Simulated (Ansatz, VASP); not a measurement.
Two plane-wave programs on BaS

File INCAR:

```
  ALGO = Normal
  EDIFF = 1E-6
  ENCUT = 520
  GGA = PE
  ISIF = 2
  ISMEAR = 0
  LASPH = True
  LCHARG = False
  LREAL = False
  LWAVE = False
  NBANDS = 15
  NELM = 100
  PREC = Accurate
  SIGMA = 0.05
```

Contents of KPOINTS:

```
k-points
0
Gamma
  10 10 8
```

POSCAR

```
BaS
1.0
    4.3652937922      0.0000000000      0.0000000000
   -2.1826468961      3.7804553190      0.0000000000
    0.0000000000      0.0000000000      3.9780699241
Ba S
1 1
Direct
    0.0045815931      0.0000000000      0.0000000000
    0.6666666667      0.3333333333      0.5000000000
```

Input for Ansatz:

```yaml
crystal:
  lattice:
    - [4.3652937922, 0.0, 0.0]
    - [-2.1826468961, 3.780455319, 0.0]
    - [0.0, 0.0, 3.9780699241]
  atoms:
    - { symbol: Ba, position: [0.0045815931, 0.0, 0.0] }
    - { symbol: S, position: [0.6666666667, 0.3333333333, 0.5] }
basis:
  ecutwfc: 420
  ecutrho_ratio: 4
kpoints:
  mp_grid: { grid: [10, 10, 8] }
hamiltonian:
  xc: pbe
scf:
  occupations: { method: gaussian, width: 0.05 }
output:
  forces: true
  stress: true
  eigenvalues: true
```

Alike in both runs: task single point; functional PBE; k mesh 10 × 10 × 8; occupations gaussian, width 0.05 eV; no spin polarisation.

|  | VASP | Ansatz |
| --- | --- | --- |
| version | VASP 6.6.1 | Ansatz 0.2.0 |
| potentials or method | VASP PAW PBE potentials, release 64 (Ba_sv, S), cutoff 520 eV | scalar-relativistic, plane waves, PAW |
| valence electrons in the cell | 16 | 16 |

|  | VASP | Ansatz | Ansatz less VASP |
| --- | --- | --- | --- |
| gap on the k mesh at the Fermi level (eV) | 1.97 | 2.04 | +0.071 |
| least direct gap on the mesh (eV) | 1.97 | 2.04 | +0.071 |
| pressure (GPa) | 0.6 | 0.0 | -0.62 |
| traceless stress, the component that is largest in VASP (GPa) | 0.10 | 0.00 | -0.097 |
| rms of the force components (eV/Å) | 0.028 | 0.025 | -0.0027 |

Atom by atom the forces differ by 0.003 eV/Å (rms over components).

Neither program's run includes spin-orbit coupling.
